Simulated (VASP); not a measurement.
# BN (P6_3/mmc) in VASP: a series of runs

BN is run at these levels: r2SCAN; tasks: single point.

Program: VASP 6.6.1. These are calculated values, not measurements. Logs are shortened: lines on timing, memory, paths and dates and some standing lists are left out, and cuts for length are marked.

### 1 The cell of the first run

Symmetry: P6_3/mmc, No. 194, hexagonal system. The conventional cell has a = 2.601 Å, b = 2.601 Å, c = 6.857 Å, α = 90.00°, β = 90.00°, γ = 120.00°. Within 2.0 Å of B (site symmetry -6m2) lie 3 N at 1.50 Å. Within 2.0 Å of N (site symmetry -6m2) lie 3 B at 1.50 Å.

### 2 Single point, r2SCAN (biaxial strain in the a-b plane: +4.0 %, then relaxed in part)

File POSCAR:

```
BN
1.0
    2.6009635307      0.0000000000      0.0000000000
   -1.3004817653      2.2525004919      0.0000000000
    0.0000000000      0.0000000000      6.8574655756
B N
2 2
Direct
    0.3333333333      0.6666666667      0.2500000000
    0.6666666667      0.3333333333      0.7500000000
    0.3333333333      0.6666666667      0.7500000000
    0.6666666667      0.3333333333      0.2500000000
```

File INCAR.step1:

```
PREC = Accurate
ENCUT = 520
ISMEAR = 0
SIGMA = 0.02
LREAL = F
LASPH = T
NELM = 80
NBANDS = 16
GGA = PE
ALGO = Normal
EDIFF = 1E-4
LWAVE = T
LCHARG = F
```

File INCAR.step2:

```
PREC = Accurate
ENCUT = 520
EDIFF = 1E-6
ISMEAR = 0
SIGMA = 0.02
LREAL = F
LASPH = T
NELM = 80
ALGO = Normal
ISIF = 2
LWAVE = F
LCHARG = F
METAGGA = R2SCAN
LMIXTAU = T
NBANDS = 16
ISTART = 1
```

File KPOINTS:

```
Automatic mesh
0
Gamma
  12 12 4
```

Potentials or basis: VASP PAW PBE potentials, release 64 (B, N).

On the command line:

```bash
cat potpaw_PBE.64/B/POTCAR potpaw_PBE.64/N/POTCAR > POTCAR
cp INCAR.step1 INCAR
mpirun -np 1 vasp_std > vasp.out
cp INCAR.step2 INCAR
mpirun -np 1 vasp_std > vasp.out
```

OUTCAR:

```text
PREC = Accurate
   ENCUT = 520
   EDIFF = 1E-6
   ISMEAR = 0
   LREAL = F
   LASPH = T
   NELM = 80
   ISIF = 2
   METAGGA = R2SCAN
   ISTART = 1

 ion  position               nearest neighbor table
   1  0.333  0.667  0.250-   4 1.50   4 1.50   4 1.50
   2  0.667  0.333  0.750-   3 1.50   3 1.50   3 1.50
   3  0.333  0.667  0.750-   2 1.50   2 1.50   2 1.50
   4  0.667  0.333  0.250-   1 1.50   1 1.50   1 1.50

  LATTYP: Found a hexagonal cell.
 ALAT       =     2.6009635307
 C/A-ratio  =     2.6365096991

  Lattice vectors:

 A1 = (   2.6009635307,   0.0000000000,   0.0000000000)
 A2 = (  -1.3004817653,   2.2525004919,   0.0000000000)
 A3 = (   0.0000000000,   0.0000000000,   6.8574655756)

Analysis of symmetry for initial positions (statically):
=====================================================================
 Subroutine PRICEL returns:
 Original cell was already a primitive cell.

 Routine SETGRP: Setting up the symmetry group for a
 hexagonal supercell.

 Subroutine GETGRP returns: Found 24 space group operations
 (whereof 12 operations were pure point group operations)
 out of a pool of 24 trial point group operations.

The static configuration has the point symmetry D_3d.
 The point group associated with its full space group is D_6h.

Analysis of symmetry for dynamics (positions and initial velocities):
=====================================================================
 Subroutine PRICEL returns:
 Original cell was already a primitive cell.

 Routine SETGRP: Setting up the symmetry group for a
 hexagonal supercell.

 Subroutine GETGRP returns: Found 24 space group operations
 (whereof 12 operations were pure point group operations)
 out of a pool of 24 trial point group operations.

The dynamic configuration has the point symmetry D_3d.
 The point group associated with its full space group is D_6h.

 Subroutine INISYM returns: Found 24 space group operations
 (whereof 12 operations are pure point group operations),
 and found     1 'primitive' translations

----------------------------------------------------------------------------------------

                                     Primitive cell

  volume of cell :      40.1756

  direct lattice vectors                    reciprocal lattice vectors
     2.600963531  0.000000000  0.000000000     0.384472903  0.221975534  0.000000000
    -1.300481765  2.252500492  0.000000000     0.000000000  0.443951068  0.000000000
     0.000000000  0.000000000  6.857465576     0.000000000  0.000000000  0.145826470

  length of vectors
     2.600963531  2.600963531  6.857465576     0.443951068  0.443951068  0.145826470

  position of ions in fractional coordinates (direct lattice)
     0.333333333  0.666666667  0.250000000
     0.666666667  0.333333333  0.750000000
     0.333333333  0.666666667  0.750000000
     0.666666667  0.333333333  0.250000000

  ion indices of the primitive-cell ions
   primitive index   ion index
                 1           1
                 2           2
                 3           3
                 4           4

----------------------------------------------------------------------------------------

 KPOINTS: Automatic mesh

Automatic generation of k-mesh.
 Grid dimensions read from file:
 generate k-points for:   12   12    4

 Generating k-lattice:

  Cartesian coordinates                     Fractional coordinates (reciprocal lattice)
     0.032039409  0.018497961  0.000000000     0.083333333  0.000000000  0.000000000
     0.000000000  0.036995922  0.000000000     0.000000000  0.083333333  0.000000000
     0.000000000  0.000000000  0.036456618     0.000000000  0.000000000  0.250000000

  Length of vectors
     0.036995922  0.036995922  0.036456618

  Shift w.r.t. Gamma in fractional coordinates (k-lattice)
     0.000000000  0.000000000  0.000000000

 Subroutine IBZKPT returns following result:
 ===========================================

 Found     57 irreducible k-points:

 Following reciprocal coordinates:
            Coordinates               Weight
  0.000000  0.000000  0.000000      1.000000
  0.083333  0.000000  0.000000      6.000000
  0.166667  0.000000  0.000000      6.000000
  0.250000  0.000000  0.000000      6.000000
  0.333333  0.000000  0.000000      6.000000
  0.416667  0.000000  0.000000      6.000000
[... 16 lines left out ...]
  0.250000  0.000000  0.250000     12.000000
  0.333333  0.000000  0.250000     12.000000
 [... further k-points ...]
   k-points           NKPTS =     57   k-points in BZ     NKDIM =     57   number of bands    NBANDS=     16
   number of dos      NEDOS =    301   number of ions     NIONS =      4
   total plane-waves  NPLWV =  21600
   dimension x,y,z NGX =    20 NGY =   20 NGZ =   54
   dimension x,y,z NGXF=    40 NGYF=   40 NGZF=  108
   ions per type =               2   2
   NGX,Y,Z   is equivalent  to a cutoff of  12.78, 12.78, 13.09 a.u.
   NGXF,Y,Z  is equivalent  to a cutoff of  25.57, 25.57, 26.18 a.u.
 SYSTEM =  unknown system
   PREC   = accura    normal or accurate (medium, high low for compatibility)
   ISTART =      1    job   : 0-new  1-cont  2-samecut
   ICHARG =      0    charge: 1-file 2-atom 10-const
   ISPIN  =      1    spin polarized calculation?
   LNONCOLLINEAR =      F non collinear calculations
   LSORBIT =      F    spin-orbit coupling
   LASPH  =      T    aspherical Exc in radial PAW
   ENCUT  =  520.0 eV  38.22 Ry    6.18 a.u.   4.84  4.84 12.75*2*pi/ulx,y,z
   NELM   =     80;   NELMIN=  2; NELMDL=  0     # of ELM steps
   EDIFF  = 0.1E-05   stopping-criterion for ELM
   LREAL  =      F    real-space projection
   EDIFFG = 0.1E-04   stopping-criterion for IOM
   NSW    =      0    number of steps for IOM
   IBRION =     -1    ionic relax: 0-MD 1-quasi-New 2-CG
   NFREE  =      0    steps in history (QN), initial steepest desc. (CG)
   ISIF   =      2    stress and relaxation
   ISYM   =      2    0-nonsym 1-usesym 2-fastsym
   POTIM  = 0.5000    time-step for ionic-motion
   TEBEG  =    0.0;   TEEND  =   0.0 temperature during run
   PSTRESS=    0.0 pullay stress
   NELECT =      16.0000    total number of electrons
   NUPDOWN=      -1.0000    fix difference up-down
   EMIN   =  10.00;   EMAX   =-10.00  energy-range for DOS
   EFERMI =   0.00;   METHOD = LEGACY
   ISMEAR =     0;   SIGMA  =   0.02  broadening in eV -4-tet -1-fermi 0-gaus
   EFERMI_NEDOS =   21; number of points for ismear=-14 and -15
   IALGO  =     38    algorithm
   IMIX   =      4    mixing-type and parameters
     AMIX     =   0.40;   BMIX     =  1.00
     AMIX_MAG =   1.60;   BMIX_MAG =  1.00
  volume/ion in A,a.u.               =      10.04        67.78
  Fermi-wavevector in a.u.,A,eV,Ry     =   1.204464  2.276107 19.738434  1.450734
  Thomas-Fermi vector in A             =   2.340189
   LORBIT       =      0    0 simple, 1 ext, 2 COOP (PROOUT), +10 PAW based schemes
   METAGGA = R2SCAN    functional components
   LHFCALC =     F    Hartree Fock is set to
   AEXX    =    0.0000 exact exchange contribution
   IVDW    =     0    specifies the selected vdW correction
   LEPSILON=     F    determine dielectric tensor
   LRPA    =     F    only Hartree local field effects (RPA)
 non-spin polarized calculation
 Gauss-broadening in eV      SIGMA  =   0.02
  energy-cutoff  :      520.00
  volume of cell :       40.18
 maximum number of plane-waves:      1104
 NGX is ok and might be reduce to    20
   NGX =  9   NGY =  9   NGZ = 25

 number of electron      16.0000003 magnetization

 Free energy of the ion-electron system (eV)
  ---------------------------------------------------
  ext. energy  EPLUGINS =         0.00000000
  ---------------------------------------------------
  free energy    TOTEN  =       -38.25084402 eV

  energy without entropy =      -38.25084402  energy(sigma->0) =      -38.25084402

 E-fermi :   1.4926     XC(G=0): -10.2739

 val. band max:        1.3000488279   @ k =   0.3333   0.3333   0.5000
 cond. band min:       6.0049913582   @ k =   0.5000   0.0000   0.0000
 fundamental gap:      4.7049425304
 Fermi energy:         1.4925956956

 k-point     1 :       0.0000    0.0000    0.0000
  band No.  band energies     occupation
      1     -16.7826      2.00000
      2     -16.5468      2.00000
      3      -4.3939      2.00000
      4      -2.4511      2.00000
      5      -0.1605      2.00000
      6      -0.1605      2.00000
[... 8 lines left out ...]
     15      12.7845      0.00000
     16      14.2027      0.00000

 k-point     2 :       0.0833    0.0000    0.0000
  band No.  band energies     occupation
      1     -16.6531      2.00000
      2     -16.4210      2.00000
      3      -4.2171      2.00000
      4      -2.2928      2.00000
      5      -0.7237      2.00000
      6      -0.6949      2.00000
[... 8 lines left out ...]
     15      13.3403      0.00000
     16      13.7250      0.00000

 k-point     3 :       0.1667    0.0000    0.0000
  band No.  band energies     occupation
      1     -16.2728      2.00000
      2     -16.0519      2.00000
      3      -3.6940      2.00000
      4      -2.1348      2.00000
      5      -2.1002      2.00000
      6      -1.8286      2.00000
[... 8 lines left out ...]
     15      14.7490      0.00000
     16      14.8559      0.00000

 k-point     4 :       0.2500    0.0000    0.0000
  band No.  band energies     occupation
      1     -15.6717      2.00000
      2     -15.4712      2.00000
      3      -3.8979      2.00000
      4      -3.8452      2.00000
      5      -2.8513      2.00000
      6      -1.6779      2.00000
[... 8 lines left out ...]
     15      16.7002      0.00000
     16      16.8987      0.00000

 k-point     5 :       0.3333    0.0000    0.0000
  band No.  band energies     occupation
      1     -14.9229      2.00000
      2     -14.7553      2.00000
      3      -5.6223      2.00000
      4      -5.5522      2.00000
      5      -2.2707      2.00000
      6      -2.2134      2.00000
[... 8 lines left out ...]
     15      16.6470      0.00000
     16      19.2858      0.00000

 k-point     6 :       0.4167    0.0000    0.0000
  band No.  band energies     occupation
      1     -14.1997      2.00000
      2     -14.0852      2.00000
      3      -6.9620      2.00000
      4      -6.8874      2.00000
      5      -2.6607      2.00000
      6      -2.6008      2.00000
[... 8 lines left out ...]
     15      16.4645      0.00000
     16      20.2774      0.00000
[... 267 lines left out ...]
 k-point    21 :       0.0833    0.0000    0.2500
  band No.  band energies     occupation
      1     -16.6205      2.00000
      2     -16.4564      2.00000
      3      -3.9826      2.00000
      4      -2.6404      2.00000
      5      -0.7178      2.00000
      6      -0.6956      2.00000
[... 8 lines left out ...]
     15      13.3236      0.00000
     16      13.6468      0.00000

 k-point    22 :       0.1667    0.0000    0.2500
  band No.  band energies     occupation
      1     -16.2417      2.00000
      2     -16.0856      2.00000
      3      -3.4699      2.00000
      4      -2.2453      2.00000
      5      -2.1196      2.00000
      6      -2.0203      2.00000
[... 8 lines left out ...]
     15      14.7641      0.00000
     16      14.8396      0.00000

 k-point    23 :       0.2500    0.0000    0.2500
  band No.  band energies     occupation
      1     -15.6434      2.00000
      2     -15.5016      2.00000
      3      -3.8981      2.00000
      4      -3.8581      2.00000
      5      -2.6222      2.00000
      6      -1.6702      2.00000
[... 8 lines left out ...]
     15      16.9129      0.00000
     16      16.9871      0.00000

 k-point    24 :       0.3333    0.0000    0.2500
  band No.  band energies     occupation
      1     -14.8990      2.00000
      2     -14.7805      2.00000
      3      -5.6149      2.00000
      4      -5.5651      2.00000
      5      -2.2624      2.00000
      6      -2.2219      2.00000
[... 8 lines left out ...]
     15      17.7474      0.00000
     16      19.2991      0.00000

 [... further k-points ...]

------------------------ aborting loop because EDIFF is reached ----------------------------------------

  FORCE on cell =-STRESS in cart. coord.  units (eV):
  Direction    XX          YY          ZZ          XY          YZ          ZX
  --------------------------------------------------------------------------------------
  -------------------------------------------------------------------------------------
  Total       -8.7746080     -8.7746080     -0.0595218     -0.0000000      0.0000000      0.0000000
  in kB     -349.9254379   -349.9254379     -2.3736880     -0.0000000      0.0000000      0.0000000
  external PRESSURE =    -234.0748546 kB  Pullay stress =       0.0000000 kB

 VOLUME and BASIS-vectors are now :
 -----------------------------------------------------------------------------
  energy-cutoff  :      520.00
  volume of cell :       40.18
      direct lattice vectors                 reciprocal lattice vectors
     2.600963531  0.000000000  0.000000000     0.384472903  0.221975534  0.000000000
    -1.300481765  2.252500492  0.000000000     0.000000000  0.443951068  0.000000000
     0.000000000  0.000000000  6.857465576     0.000000000  0.000000000  0.145826470

 POSITION                                       TOTAL-FORCE (eV/Angst)
 -----------------------------------------------------------------------------------
     -0.00000      1.50167      1.71437         0.000000     -0.000000      0.000000
      1.30048      0.75083      5.14310        -0.000000      0.000000      0.000000
     -0.00000      1.50167      5.14310         0.000000     -0.000000      0.000000
      1.30048      0.75083      1.71437         0.000000     -0.000000      0.000000
 -----------------------------------------------------------------------------------
    total drift:                               -0.000000      0.000000      0.000000

  FREE ENERGIE OF THE ION-ELECTRON SYSTEM (eV)
  ---------------------------------------------------
  free  energy   TOTEN  =       -38.2508440242 eV

  energy  without entropy=      -38.2508440242  energy(sigma->0) =      -38.25084402
```

It took 4.2 min on 1 thread of AMD EPYC 7R13, shared host; peak memory 0.14 GiB.

Results:

* Free energy: -38.2508 eV
* Pressure: -23.4 GPa
* Band gap on the k mesh: 4.71 eV (least direct gap 5.04 eV)

Levels at points of the mesh, in eV from the valence-band top:
| k point | band 6 | band 7 | band 8 | band 9 | band 10 | band 11 |
| --- | --- | --- | --- | --- | --- | --- |
| (0.00, 0.00, 0.00) | -1.46 | -1.43 | -1.43 | 5.37 | 10.28 | 10.97 |
| (0.50, 0.00, 0.00) | -4.04 | -1.27 | -0.38 | 4.71 | 5.93 | 9.12 |
| (0.00, 0.00, 0.50) | -1.44 | -1.44 | -1.44 | 7.54 | 7.54 | 11.43 |
| (0.50, 0.00, 0.50) | -4.07 | -0.81 | -0.81 | 5.11 | 5.11 | 9.42 |

Caveat: the cell differs from its parent crystal (biaxial strain in the a-b plane: +4.0 %, then relaxed in part); the cell stands under tension; the PAW data sets were made with another functional, which shifts forces and pressure a little. A k mesh can miss the band edges.

### 3 Single point, r2SCAN

POSCAR is that of step 2.

File INCAR.step1:

```
SYSTEM = BN
ALGO = Normal ; EDIFF = 1E-4
ENCUT = 520 ; GGA = PE
ISMEAR = 0 ; LASPH = .True.
LCHARG = .False. ; LREAL = .False.
LWAVE = .True. ; NBANDS = 16
NELM = 100 ; PREC = Accurate
SIGMA = 0.02
```

File INCAR.step2:

```
SYSTEM = BN
ALGO = Normal ; EDIFF = 1E-6
ENCUT = 520 ; ISIF = 2
ISMEAR = 0 ; ISTART = 1
LASPH = .True. ; LCHARG = .False.
LMIXTAU = .True. ; LREAL = .False.
LWAVE = .False. ; METAGGA = R2SCAN
NBANDS = 16 ; NELM = 100
PREC = Accurate ; SIGMA = 0.02
```

File KPOINTS:

```
k-points
0
Gamma
  12 12 4
  0 0 0
```

Potentials or basis: VASP PAW PBE potentials, release 64 (B, N).

On the command line:

```bash
cat potpaw_PBE.64/B/POTCAR potpaw_PBE.64/N/POTCAR > POTCAR
cp INCAR.step1 INCAR
mpirun -np 1 vasp_std > vasp.out
cp INCAR.step2 INCAR
mpirun -np 1 vasp_std > vasp.out
```

It took 3.7 min on 1 thread of AMD EPYC 7R13, shared host; peak memory 0.14 GiB.

It converged, with:

```yaml
Free_energy: -38.2508 eV
Pressure: -23.4 GPa
Band_gap_on_the_k_mesh: 4.71 eV (least direct gap 5.04 eV)
```

Stress tensor (GPa, compression positive):
```
-34.99   0.00   0.00
  0.00 -34.99   0.00
  0.00   0.00  -0.24
```

Levels at points of the mesh, in eV from the valence-band top:
| k point | band 5 | band 6 | band 7 | band 8 | band 9 | band 10 | band 11 | band 12 |
| --- | --- | --- | --- | --- | --- | --- | --- | --- |
| (0.00, 0.00, 0.00) | -1.46 | -1.46 | -1.43 | -1.43 | 5.37 | 10.28 | 10.97 | 11.37 |
| (0.50, 0.00, 0.00) | -4.10 | -4.04 | -1.27 | -0.38 | 4.71 | 5.93 | 9.12 | 9.44 |
| (0.00, 0.00, 0.50) | -1.44 | -1.44 | -1.44 | -1.44 | 7.54 | 7.54 | 11.43 | 11.43 |
| (0.50, 0.00, 0.50) | -4.07 | -4.07 | -0.81 | -0.81 | 5.11 | 5.11 | 9.42 | 9.42 |

Caveat: the cell stands under tension; the PAW data sets were made with another functional, which shifts forces and pressure a little. A k mesh can miss the band edges.

[end of part 1 of 2]
